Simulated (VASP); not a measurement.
Wanted: the native input for a VASP 6.6.1 run.

```yaml
Task: single point
Functional: LDA
Potentials_or_basis: VASP PAW LDA potentials, release 64 (C)
Cutoff: 520 eV
k_mesh: 12 × 12 × 12
Occupations: gaussian, width 0.05 eV
Spin: no spin polarisation
Dipole_correction: no
Further_INCAR_settings: ALGO = Normal; EDIFF = 1e-06; NBANDS = 31
```

The structure of C lies in POSCAR:

```
C
1.0
    1.2456453765      0.7191736934      9.7924531144
   -1.2456453765      0.7191736934      9.7924531144
    0.0000000000     -1.4383473869      9.7924531144
C
10
Direct
    0.0248185524      0.0248185524      0.0248185524
    0.9751814476      0.9751814476      0.9751814476
    0.1086956498      0.1086956498      0.1086956498
    0.8913043502      0.8913043502      0.8913043502
    0.1583656632      0.1583656632      0.1583656632
    0.8416343368      0.8416343368      0.8416343368
    0.3748645768      0.3748645768      0.3748645768
    0.6251354232      0.6251354232      0.6251354232
    0.4253218689      0.4253218689      0.4253218689
    0.5746781311      0.5746781311      0.5746781311
```

This cell differs from its parent crystal: strain -0.0450 x Voigt [0, 0, 1, 0, 0, 0].

The input as run:

INCAR

```
PREC = Accurate ; ENCUT = 520
EDIFF = 1E-6 ; ISMEAR = 0
SIGMA = 0.05 ; LREAL = False
LASPH = True ; NELM = 100
ALGO = Normal ; ISIF = 2
LWAVE = False ; LCHARG = False
NBANDS = 31
```

KPOINTS

```
Automatic mesh
0
Gamma
  12 12 12
```

Potentials or basis: VASP PAW LDA potentials, release 64 (C).

Launch:

```console
$ cat potpaw_LDA.64/C/POTCAR > POTCAR
$ mpirun -np 1 vasp_std > vasp.out
```

It gave:

```json
{"Pressure": "26.9 GPa", "Largest force": "0.529 eV/Å", "Band gap on the k mesh": "4.08 eV (least direct gap 4.92 eV)"}
```

Caveat: the cell differs from its parent crystal (strain -0.0450 x Voigt [0, 0, 1, 0, 0, 0]); the cell stands under pressure.

Run time: 29 min on 1 thread of Intel(R) Xeon(R) 6975P-C (Granite Rapids), with other jobs on the host, peak memory 0.73 GiB.
